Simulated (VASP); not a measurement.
# SiC in VASP: further runs

The runs below take SiC through single point, with PBE.

Everything below comes from runs of VASP 6.6.1. Logs are shortened: lines on timing, memory, paths and dates and some standing lists are left out, and cuts for length are marked.

## Step 1: The cell of the first run

The cell holds a wire or tube with vacuum around it, 8 atoms: a = 12.300 Å, b = 13.700 Å, c = 3.108 Å, α = 90.00°, β = 90.00°, γ = 90.00°.

## Step 2: Single point, PBE, collinear spin

Input file INCAR:

```
SYSTEM = SiC
ALGO = Normal
EDIFF = 1E-7
ENCUT = 520
GGA = PE
ISIF = 2
ISMEAR = 0
ISPIN = 2
LASPH = .TRUE.
LCHARG = .FALSE.
LORBIT = 11
LREAL = .FALSE.
LWAVE = .FALSE.
MAGMOM = 0.3 0.3 0.3 0.3 0.3 0.3 0.3 0.3
NBANDS = 30
NELM = 150
PREC = Accurate
SIGMA = 0.05
```

Input file KPOINTS:

```
k-points
0
G
  1 1 8
  0 0 0
```

Input file POSCAR:

```
SiC
1.0
   12.3000000000      0.0000000000      0.0000000000
    0.0000000000     13.7000000000      0.0000000000
    0.0000000000      0.0000000000      3.1080465789
Si C
4 4
Direct
    0.6295049138      0.5000000000      0.0000000000
    0.4362105089      0.5000000000      0.5000000000
    0.5173443740      0.3173080748      0.2209961872
    0.5173443740      0.6826919252     -0.2209961872
    0.3279504225      0.5370346031      0.8771464519
    0.3279504225      0.4629653969      0.1228535481
    0.5328284844      0.5956346623      0.2877873481
    0.5328284844      0.4043653377      0.7122126519
```

Potentials or basis: VASP PAW PBE potentials, release 64 (Si, C).

On the command line:

```bash
$ cat potpaw_PBE.64/Si/POTCAR potpaw_PBE.64/C/POTCAR > POTCAR
$ mpirun -np 1 vasp_std > vasp.out
```

OUTCAR:

```text
SYSTEM = SiC
   EDIFF = 1E-7
   ENCUT = 520
   GGA = PE
   ISIF = 2
   ISMEAR = 0
   ISPIN = 2
   LASPH = .TRUE.
   LORBIT = 11
   LREAL = .FALSE.
   NELM = 150
   PREC = Accurate

 ion  position               nearest neighbor table
   1  0.630  0.500  0.000-   7 1.98   8 1.98   2 2.84   2 2.84   4 2.94   3 2.94
   2  0.436  0.500  0.500-   5 1.85   6 1.85   7 1.89   8 1.89   6 2.40   5 2.40   4 2.83   3 2.83
                             1 2.84   1 2.84
   3  0.517  0.317  0.221-   8 1.95   8 1.99   2 2.83   1 2.94
   4  0.517  0.683  0.779-   7 1.95   7 1.99   2 2.83   1 2.94
   5  0.328  0.537  0.877-   6 1.27   2 1.85   2 2.40
   6  0.328  0.463  0.123-   5 1.27   2 1.85   2 2.40
   7  0.533  0.596  0.288-   2 1.89   4 1.95   1 1.98   4 1.99
   8  0.533  0.404  0.712-   2 1.89   3 1.95   1 1.98   3 1.99

  LATTYP: Found a simple orthorhombic cell.
 ALAT       =     3.1080465789
 B/A-ratio  =     3.9574696478
 C/A-ratio  =     4.4079133476

  Lattice vectors:

 A1 = (   0.0000000000,   0.0000000000,   3.1080465789)
 A2 = (  12.3000000000,   0.0000000000,   0.0000000000)
 A3 = (   0.0000000000,  13.7000000000,   0.0000000000)

Analysis of symmetry for initial positions (statically):
=====================================================================
 Subroutine PRICEL returns:
 Original cell was already a primitive cell.

 Routine SETGRP: Setting up the symmetry group for a
 simple orthorhombic supercell.

 Subroutine GETGRP returns: Found  2 space group operations
 (whereof  2 operations were pure point group operations)
 out of a pool of  8 trial point group operations.

The static configuration has the point symmetry C_2 .

Analysis of symmetry for dynamics (positions and initial velocities):
=====================================================================
 Subroutine PRICEL returns:
 Original cell was already a primitive cell.

 Routine SETGRP: Setting up the symmetry group for a
 simple orthorhombic supercell.

 Subroutine GETGRP returns: Found  2 space group operations
 (whereof  2 operations were pure point group operations)
 out of a pool of  8 trial point group operations.

The dynamic configuration has the point symmetry C_2 .

Analysis of structural, dynamic, and magnetic symmetry:
=====================================================================
 Subroutine PRICEL returns:
 Original cell was already a primitive cell.

 Routine SETGRP: Setting up the symmetry group for a
 simple orthorhombic supercell.

 Subroutine GETGRP returns: Found  2 space group operations
 (whereof  2 operations were pure point group operations)
 out of a pool of  8 trial point group operations.

The overall configuration has the point symmetry C_2 .

 Subroutine INISYM returns: Found  2 space group operations
 (whereof  2 operations are pure point group operations),
 and found     1 'primitive' translations

----------------------------------------------------------------------------------------

                                     Primitive cell

  volume of cell :     523.7369

  direct lattice vectors                    reciprocal lattice vectors
    12.300000000  0.000000000  0.000000000     0.081300813  0.000000000  0.000000000
     0.000000000 13.700000000  0.000000000     0.000000000  0.072992701  0.000000000
     0.000000000  0.000000000  3.108046579     0.000000000  0.000000000  0.321745500

  length of vectors
    12.300000000 13.700000000  3.108046579     0.081300813  0.072992701  0.321745500

  position of ions in fractional coordinates (direct lattice)
     0.629504914  0.500000000  0.000000000
     0.436210509  0.500000000  0.500000000
     0.517344374  0.317308075  0.220996187
     0.517344374  0.682691925  0.779003813
     0.327950423  0.537034603  0.877146452
     0.327950423  0.462965397  0.122853548
     0.532828484  0.595634662  0.287787348
     0.532828484  0.404365338  0.712212652

  ion indices of the primitive-cell ions
   primitive index   ion index
                 1           1
                 2           2
                 3           3
                 4           4
                 5           5
                 6           6
                 7           7
                 8           8

----------------------------------------------------------------------------------------

 KPOINTS: k-points

Automatic generation of k-mesh.
 Grid dimensions read from file:
 generate k-points for:    1    1    8

 Generating k-lattice:

  Cartesian coordinates                     Fractional coordinates (reciprocal lattice)
     0.081300813  0.000000000  0.000000000     1.000000000  0.000000000  0.000000000
     0.000000000  0.072992701  0.000000000     0.000000000  1.000000000  0.000000000
     0.000000000  0.000000000  0.040218187     0.000000000  0.000000000  0.125000000

  Length of vectors
     0.081300813  0.072992701  0.040218187

  Shift w.r.t. Gamma in fractional coordinates (k-lattice)
     0.000000000  0.000000000  0.000000000

 Subroutine IBZKPT returns following result:
 ===========================================

 Found      5 irreducible k-points:

 Following reciprocal coordinates:
            Coordinates               Weight
  0.000000  0.000000  0.000000      1.000000
  0.000000  0.000000  0.125000      2.000000
  0.000000  0.000000  0.250000      2.000000
  0.000000  0.000000  0.375000      2.000000
  0.000000  0.000000  0.500000      1.000000
   k-points           NKPTS =      5   k-points in BZ     NKDIM =      5   number of bands    NBANDS=     30
   number of dos      NEDOS =    301   number of ions     NIONS =      8
   total plane-waves  NPLWV = 248832
   dimension x,y,z NGX =    96 NGY =  108 NGZ =   24
   dimension x,y,z NGXF=   192 NGYF=  216 NGZF=   48
   ions per type =               4   4
   NGX,Y,Z   is equivalent  to a cutoff of  12.98, 13.11, 12.84 a.u.
   NGXF,Y,Z  is equivalent  to a cutoff of  25.95, 26.21, 25.67 a.u.
 SYSTEM =  SiC
   PREC   = accura    normal or accurate (medium, high low for compatibility)
   ISTART =      0    job   : 0-new  1-cont  2-samecut
   ICHARG =      2    charge: 1-file 2-atom 10-const
   ISPIN  =      2    spin polarized calculation?
   LNONCOLLINEAR =      F non collinear calculations
   LSORBIT =      F    spin-orbit coupling
   LASPH  =      T    aspherical Exc in radial PAW
   ENCUT  =  520.0 eV  38.22 Ry    6.18 a.u.  22.87 25.47  5.78*2*pi/ulx,y,z
   NELM   =    150;   NELMIN=  2; NELMDL= -5     # of ELM steps
   EDIFF  = 0.1E-06   stopping-criterion for ELM
   LREAL  =      F    real-space projection
   EDIFFG = 0.1E-05   stopping-criterion for IOM
   NSW    =      0    number of steps for IOM
   IBRION =     -1    ionic relax: 0-MD 1-quasi-New 2-CG
   NFREE  =      0    steps in history (QN), initial steepest desc. (CG)
   ISIF   =      2    stress and relaxation
   ISYM   =      2    0-nonsym 1-usesym 2-fastsym
   POTIM  = 0.5000    time-step for ionic-motion
   TEBEG  =    0.0;   TEEND  =   0.0 temperature during run
   PSTRESS=    0.0 pullay stress
   NELECT =      32.0000    total number of electrons
   NUPDOWN=      -1.0000    fix difference up-down
   EMIN   =  10.00;   EMAX   =-10.00  energy-range for DOS
   EFERMI =   0.00;   METHOD = LEGACY
   ISMEAR =     0;   SIGMA  =   0.05  broadening in eV -4-tet -1-fermi 0-gaus
   EFERMI_NEDOS =   21; number of points for ismear=-14 and -15
   IALGO  =     38    algorithm
   IMIX   =      4    mixing-type and parameters
     AMIX     =   0.40;   BMIX     =  1.00
     AMIX_MAG =   1.60;   BMIX_MAG =  1.00
  volume/ion in A,a.u.               =      65.47       441.79
  Fermi-wavevector in a.u.,A,eV,Ry     =   0.644793  1.218482  5.656734  0.415758
  Thomas-Fermi vector in A             =   1.712238
   LORBIT       =     11    0 simple, 1 ext, 2 COOP (PROOUT), +10 PAW based schemes
   GGA     = PE    functional components
   LHFCALC =     F    Hartree Fock is set to
   AEXX    =    0.0000 exact exchange contribution
   IVDW    =     0    specifies the selected vdW correction
   LEPSILON=     F    determine dielectric tensor
   LRPA    =     F    only Hartree local field effects (RPA)
 spin polarized calculation
 Gauss-broadening in eV      SIGMA  =   0.05
  energy-cutoff  :      520.00
  volume of cell :      523.74
 maximum number of plane-waves:     14118
 NGX is ok and might be reduce to    90
   NGX = 45   NGY = 51   NGZ = 11

 number of electron      31.9999999 magnetization       0.0000576

 number of electron      31.9999999 magnetization      -0.0000178

 Free energy of the ion-electron system (eV)
  ---------------------------------------------------
  ext. energy  EPLUGINS =         0.00000000
  ---------------------------------------------------
  free energy    TOTEN  =       -48.87012520 eV

  energy without entropy =      -48.87012520  energy(sigma->0) =      -48.87012520

 E-fermi :  -2.9877     XC(G=0):  -3.1135

 val. band max:       -3.2338124882   @ k =   0.0000   0.0000   0.0000
 cond. band min:      -2.5912779086   @ k =   0.0000   0.0000   0.5000
 fundamental gap:      0.6425345796
 Fermi energy:        -2.9877438541

 spin component 1

 k-point     1 :       0.0000    0.0000    0.0000
  band No.  band energies     occupation
      1     -19.4092      1.00000
      2     -17.2077      1.00000
      3     -15.7663      1.00000
      4     -11.4097      1.00000
      5     -10.8821      1.00000
      6      -9.4100      1.00000
[... 20 lines left out ...]
     27       2.6567      0.00000
     28       2.8679      0.00000

 k-point     2 :       0.0000    0.0000    0.1250
  band No.  band energies     occupation
      1     -19.2516      1.00000
      2     -17.0444      1.00000
      3     -15.5897      1.00000
      4     -11.2023      1.00000
      5     -10.9271      1.00000
      6      -9.3923      1.00000
[... 85 lines left out ...]
 k-point     5 :       0.0000    0.0000    0.5000
  band No.  band energies     occupation
      1     -17.9223      1.00000
      2     -15.4338      1.00000
      3     -14.5721      1.00000
      4     -12.6057      1.00000
      5     -11.9688      1.00000
      6     -11.0765      1.00000
[... 20 lines left out ...]
     27       3.2275      0.00000
     28       4.0352      0.00000
 Fermi energy:        -2.9877438541

 spin component 2

 k-point     1 :       0.0000    0.0000    0.0000
  band No.  band energies     occupation
      1     -19.4092      1.00000
      2     -17.2077      1.00000
      3     -15.7663      1.00000
      4     -11.4097      1.00000
      5     -10.8821      1.00000
      6      -9.4100      1.00000
[... 20 lines left out ...]
     27       2.6516      0.00000
     28       2.8657      0.00000

 k-point     2 :       0.0000    0.0000    0.1250
  band No.  band energies     occupation
      1     -19.2516      1.00000
      2     -17.0444      1.00000
      3     -15.5897      1.00000
      4     -11.2023      1.00000
      5     -10.9271      1.00000
      6      -9.3923      1.00000
[... 85 lines left out ...]
 k-point     5 :       0.0000    0.0000    0.5000
  band No.  band energies     occupation
      1     -17.9223      1.00000
      2     -15.4338      1.00000
      3     -14.5721      1.00000
      4     -12.6057      1.00000
      5     -11.9688      1.00000
      6     -11.0765      1.00000
[... 20 lines left out ...]
     27       3.2274      0.00000
     28       4.0351      0.00000
 [bands above 28 left out]

------------------------ aborting loop because EDIFF is reached ----------------------------------------

  FORCE on cell =-STRESS in cart. coord.  units (eV):
  Direction    XX          YY          ZZ          XY          YZ          ZX
  --------------------------------------------------------------------------------------
  -------------------------------------------------------------------------------------
  Total       -0.0634506      0.0050667      0.1189749      0.0000000     -0.0721116      0.0000000
  in kB       -0.1941034      0.0154997      0.3639593      0.0000000     -0.2205986      0.0000000
  external PRESSURE =       0.0617852 kB  Pullay stress =       0.0000000 kB

 VOLUME and BASIS-vectors are now :
 -----------------------------------------------------------------------------
  energy-cutoff  :      520.00
  volume of cell :      523.74
      direct lattice vectors                 reciprocal lattice vectors
    12.300000000  0.000000000  0.000000000     0.081300813  0.000000000  0.000000000
     0.000000000 13.700000000  0.000000000     0.000000000  0.072992701  0.000000000
     0.000000000  0.000000000  3.108046579     0.000000000  0.000000000  0.321745500

 POSITION                                       TOTAL-FORCE (eV/Angst)
 -----------------------------------------------------------------------------------
      7.74291      6.85000      0.00000        -0.004042      0.000000      0.000000
      5.36539      6.85000      1.55402        -0.001878      0.000000      0.000000
      6.36334      4.34712      0.68687         0.003091      0.014312      0.002463
      6.36334      9.35288      2.42118         0.003091     -0.014312     -0.002463
      4.03379      7.35737      2.72621         0.004968      0.089087     -0.078856
      4.03379      6.34263      0.38183         0.004968     -0.089087      0.078856
      6.55379      8.16019      0.89446        -0.005099      0.006028      0.007227
      6.55379      5.53981      2.21359        -0.005099     -0.006028     -0.007227
 -----------------------------------------------------------------------------------
    total drift:                                0.000205     -0.000000     -0.000000

  FREE ENERGIE OF THE ION-ELECTRON SYSTEM (eV)
  ---------------------------------------------------
  free  energy   TOTEN  =       -48.8701251963 eV

  energy  without entropy=      -48.8701251963  energy(sigma->0) =      -48.87012520

 total charge

# of ion       s       p       d       tot
------------------------------------------
    1        0.888   0.665   0.000   1.553
    2        0.697   0.927   0.000   1.624
    3        0.893   0.673   0.000   1.567
    4        0.893   0.673   0.000   1.567
    5        0.943   1.599   0.000   2.542
    6        0.943   1.599   0.000   2.542
    7        0.858   1.581   0.000   2.438
    8        0.858   1.581   0.000   2.438
--------------------------------------------------
tot          6.973   9.298   0.000  16.270

 magnetization (x)

# of ion       s       p       d       tot
------------------------------------------
    1        0.000  -0.000   0.000  -0.000
    2        0.000   0.000   0.000   0.000
    3        0.000   0.000   0.000   0.000
    4        0.000   0.000   0.000   0.000
    5        0.000   0.000   0.000   0.000
    6        0.000   0.000   0.000   0.000
    7       -0.000   0.000   0.000   0.000
    8       -0.000   0.000   0.000   0.000
--------------------------------------------------
tot          0.000   0.000   0.000   0.000
```

Wall time 3.7 min (1 thread of Intel Xeon Platinum 8488C (Sapphire Rapids), shared host); peak memory 0.76 GiB.

Results:

```
Free energy                                           : -48.8701 eV
Largest force                                         : 0.119 eV/Å
Band gap on the k mesh                                : 0.64 eV (least direct gap 0.88 eV)
Net moment                                            : 0.00 μB per cell
Valence electrons inside the program's atomic spheres : Si 1.55, 1.62, 1.57 (each value once); C 2.54, 2.44 (each value once)
```

Forces on the atoms (eV/Å):
```
Si  -0.004  0.000  0.000
Si  -0.002  0.000  0.000
Si   0.003  0.014  0.002
Si   0.003 -0.014 -0.002
C    0.005  0.089 -0.079
C    0.005 -0.089  0.079
C   -0.005  0.006  0.007
C   -0.005 -0.006 -0.007
```

Levels at points of the mesh, in eV from the valence-band top:
Spin up:
| k point | band 12 | band 13 | band 14 | band 15 | band 16 | band 17 | band 18 | band 19 | band 20 | band 21 |
| --- | --- | --- | --- | --- | --- | --- | --- | --- | --- | --- |
| (0.00, 0.00, 0.00) | -2.18 | -1.40 | -1.39 | -0.72 | 0.00 | 1.43 | 1.63 | 2.16 | 2.30 | 3.75 |
| (0.00, 0.00, 0.50) | -2.96 | -1.75 | -1.20 | -0.93 | -0.23 | 0.64 | 2.09 | 2.19 | 2.81 | 3.50 |
Spin down:
```tsv
k point	band 14	band 15	band 16	band 17	band 18	band 19
(0.00, 0.00, 0.00)	-1.39	-0.72	0.00	1.43	1.63	2.16
(0.00, 0.00, 0.50)	-1.20	-0.93	-0.23	0.64	2.09	2.19
```

Caveat: semilocal functionals underestimate gaps, and a narrow one can read as zero.

[end of part 1 of 2]
